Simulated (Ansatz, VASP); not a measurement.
# One calculation of WCl2F2, two programs

Contents of INCAR:

```
SYSTEM = WCl2F2
PREC = Accurate ; ENCUT = 520
EDIFF = 1E-6 ; ISMEAR = 0
SIGMA = 0.1 ; LREAL = .False.
LASPH = .True. ; NELM = 150
ALGO = Normal ; ISIF = 2
LWAVE = .False. ; LCHARG = .False.
ISPIN = 2 ; MAGMOM = 3.52 -0.55 -0.55 -0.37 -0.37
LORBIT = 11 ; LMAXMIX = 4
GGA = PE ; NBANDS = 33
```

File KPOINTS:

```
Automatic mesh
0
Gamma
  6 6 6
  0 0 0
```

The input POSCAR:

```
WCl2F2
1.0
   -2.1525049200      2.1525049200      5.0004188400
    2.1525049200     -2.1525049200      5.0004188400
    2.1525049200      2.1525049200     -5.0004188400
W Cl F
1 2 2
Direct
    0.0000000000      0.0000000000      0.0000000000
    0.7500000000      0.2500000000      0.5000000000
    0.2500000000      0.7500000000      0.5000000000
    0.3899999900      0.3899999900      0.0000000000
    0.6100000100      0.6100000100      0.0000000000
```

Input for Ansatz:

```yaml
crystal:
  lattice:
    - [-2.15250492, 2.15250492, 5.00041884]
    - [2.15250492, -2.15250492, 5.00041884]
    - [2.15250492, 2.15250492, -5.00041884]
  atoms:
    - { symbol: W, position: [0.0, 0.0, 0.0] }
    - { symbol: Cl, position: [0.75, 0.25, 0.5] }
    - { symbol: Cl, position: [0.25, 0.75, 0.5] }
    - { symbol: F, position: [0.38999999, 0.38999999, 0.0] }
    - { symbol: F, position: [0.61000001, 0.61000001, 0.0] }
basis:
  ecutwfc: 420
kpoints:
  mp_grid: { grid: [6, 6, 6] }
hamiltonian:
  xc: pbe
scf:
  occupations: { method: gaussian, width: 0.1 }
  lower_state_search: "off"
output:
  forces: true
  stress: true
  eigenvalues: true
  populations: true
magnetization:
  spin_polarized: true
```

Change from the starting cell: species swapped into the EuSi2Au2 type (I4/mmm, No. 139).

Alike in both runs: task single point; functional PBE; k mesh 6 × 6 × 6; occupations gaussian, width 0.1 eV; collinear spin.

```csv
,VASP,Ansatz
version,VASP 6.6.1,Ansatz 0.2.0
potentials or method,"VASP PAW PBE potentials, release 64 (W_sv, Cl, F), cutoff 520 eV","scalar-relativistic, plane waves, PAW"
valence electrons in the cell,42,42
```

```csv
,VASP,Ansatz,Ansatz less VASP
gap on the k mesh at the Fermi level (eV),none,none,-
pressure (GPa),-5.8,-5.7,+0.17
"traceless stress, the component that is largest in VASP (GPa)",-6.15,-6.16,-0.011
rms of the force components (eV/Å),0.244,0.241,-0.0027
net moment per atom (μB),0.40,0.40,0.000
size of the moment on the site where the two differ most (μB),2.99,3.20,+0.208
```

Site moments also hang on the region over which each program counts them. Atom by atom the forces differ by 0.003 eV/Å (rms over components). A gap of «none» marks a metal or a gap that the smearing closes. The functional is the same, so the differences come from potentials, cutoffs and numerics. Ansatz's warnings: no starting moments.

Neither program's run includes spin-orbit coupling.
